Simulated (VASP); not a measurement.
Wanted: the native input for a VASP 6.6.1 run.

| Property | Result |
| --- | --- |
| Task | single point |
| Functional | PBE |
| Potentials or basis | VASP PAW PBE potentials, release 64 (Hg, Te) |
| Cutoff | 520 eV |
| k mesh | 6 × 6 × 6 |
| Occupations | fermi-dirac, width 0.02 eV |
| Spin | no spin polarisation |
| Dipole correction | no |
| Further INCAR settings | ALGO = Normal; EDIFF = 1e-06; NBANDS = 16 |

The structure of HgTe lies in POSCAR:

```
HgTe
1.0
    0.0000000000      3.2036397821      3.2036397821
    3.2036397821      0.0000000000      3.2036397821
    3.2036397821      3.2036397821      0.0000000000
Hg Te
1 1
Direct
    0.0000000000      0.0000000000      0.0000000000
    0.2500000000      0.2500000000      0.2500000000
```

This cell differs from its parent crystal: strain -2.6%.

The input as run:

INCAR

```
PREC     = Accurate       # precision mode
ENCUT    = 520            # plane-wave cutoff, eV
EDIFF    = 1E-6           # SCF threshold, eV
ISMEAR   = -1             # smearing method
SIGMA    = 0.02           # smearing width, eV
LREAL    = F              # projectors in reciprocal space
LASPH    = T              # aspherical terms in the spheres
NELM     = 100            # most SCF steps
ALGO     = Normal         # electronic algorithm
ISIF     = 2              # what is computed and relaxed
LWAVE    = F              # write WAVECAR
LCHARG   = T              # write CHGCAR
GGA      = PE             # functional
LELF     = T              # ELF
LVHAR    = T            
NBANDS   = 16             # bands
```

KPOINTS

```
regular mesh
0
Gamma
  6 6 6
```

Potentials or basis: VASP PAW PBE potentials, release 64 (Hg, Te).

Command:

```sh
$ cat potpaw_PBE.64/Hg/POTCAR potpaw_PBE.64/Te/POTCAR > POTCAR
$ mpirun -np 1 vasp_std > vasp.out
```

It gave:

* Pressure: 5.3 GPa
* Band gap on the k mesh: zero (filled and empty bands touch)

Caveat: the cell differs from its parent crystal (strain -2.6%); spin-orbit coupling is left out, which moves the levels of the heavy elements.

It took 22 s on 1 thread of AMD EPYC 7R43 64-Core Processor (Zen 3), with other jobs on the host, peak memory 0.17 GiB.
